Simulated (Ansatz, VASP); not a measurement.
# Ni: VASP beside Ansatz

The input POSCAR:

```
Ni
1.0
    0.0000000000      1.7604383569      1.7604383569
    1.7604383569      0.0000000000      1.7604383569
    1.7604383569      1.7604383569      0.0000000000
Ni
1
Direct
    0.0000000000      0.0000000000      0.0000000000
```

Contents of INCAR.step1:

```
PREC     = Accurate       # precision mode
ENCUT    = 650            # plane-wave cutoff, eV
ISMEAR   = -1             # smearing method
SIGMA    = 0.05           # smearing width, eV
LREAL    = False          # projectors in reciprocal space
LASPH    = True           # aspherical terms in the spheres
NELM     = 200            # most SCF steps
ISPIN    = 2              # spin polarisation
MAGMOM   = 1              # initial moments
LMAXMIX  = 4              # l up to which the mixer works
NBANDS   = 19             # bands
GGA      = PE             # functional
ALGO     = Normal         # electronic algorithm
EDIFF    = 1E-5           # SCF threshold, eV
LWAVE    = True           # write WAVECAR
LCHARG   = False          # write CHGCAR
GGA_COMPAT= False
```

Contents of INCAR.step2:

```
PREC     = Accurate       # precision mode
ENCUT    = 650            # plane-wave cutoff, eV
EDIFF    = 1E-6           # SCF threshold, eV
ISMEAR   = -1             # smearing method
SIGMA    = 0.05           # smearing width, eV
LREAL    = False          # projectors in reciprocal space
LASPH    = True           # aspherical terms in the spheres
NELM     = 200            # most SCF steps
ALGO     = Normal         # electronic algorithm
ISIF     = 2              # what is computed and relaxed
LWAVE    = False          # write WAVECAR
LCHARG   = False          # write CHGCAR
ISPIN    = 2              # spin polarisation
MAGMOM   = 1              # initial moments
LORBIT   = 11             # projections on sites
LMAXMIX  = 4              # l up to which the mixer works
METAGGA  = R2SCAN         # meta-GGA
LMIXTAU  = True         
NBANDS   = 19             # bands
ISTART   = 1            
GGA_COMPAT= False
```

File KPOINTS:

```
regular mesh
0
Gamma
  13 13 13
```

The input input.yaml:

```yaml
crystal:
  lattice:
    - [0.0, 1.7604383569, 1.7604383569]
    - [1.7604383569, 0.0, 1.7604383569]
    - [1.7604383569, 1.7604383569, 0.0]
  atoms:
    - { symbol: Ni, position: [0.0, 0.0, 0.0], spin: 1.0 }
hamiltonian:
  xc: r2scan
  pseudopotentials: { kind: paw }
magnetization:
  spin_polarized: true
kpoints:
  mp_grid: { grid: [13, 13, 13] }
scf:
  occupations: { method: fermi_dirac, width: 0.05 }
output:
  forces: true
  stress: true
  eigenvalues: true
```

Alike in both runs: task single point; functional r2SCAN; k mesh 13 × 13 × 13; occupations fermi-dirac, width 0.05 eV; collinear spin.

|  | VASP | Ansatz |
| --- | --- | --- |
| version | VASP 6.6.1 | Ansatz 0.2.0 |
| potentials or method | VASP PAW PBE potentials, release 64 (Ni_sv_GW) | Ansatz PAW |
| plane-wave cutoff (eV) | 650 | 500 |
| valence electrons in the cell | 18 | 18 |

```csv
,VASP,Ansatz,Ansatz less VASP
gap on the k mesh at the Fermi level (eV),none,none,-
pressure (GPa),-11.1,-7.4,+3.77
net moment per atom (μB),0.76,0.75,-0.011
size of the moment on the site where the two differ most (μB),0.84,0.82,-0.018
```

VASP's potentials were made for PBE, not for r2SCAN. Site moments also hang on the region over which each program counts them. A gap of «none» marks a metal or a gap that the smearing closes.

Noted on Ansatz's run: the magnetic or orbital state may not be the lowest.
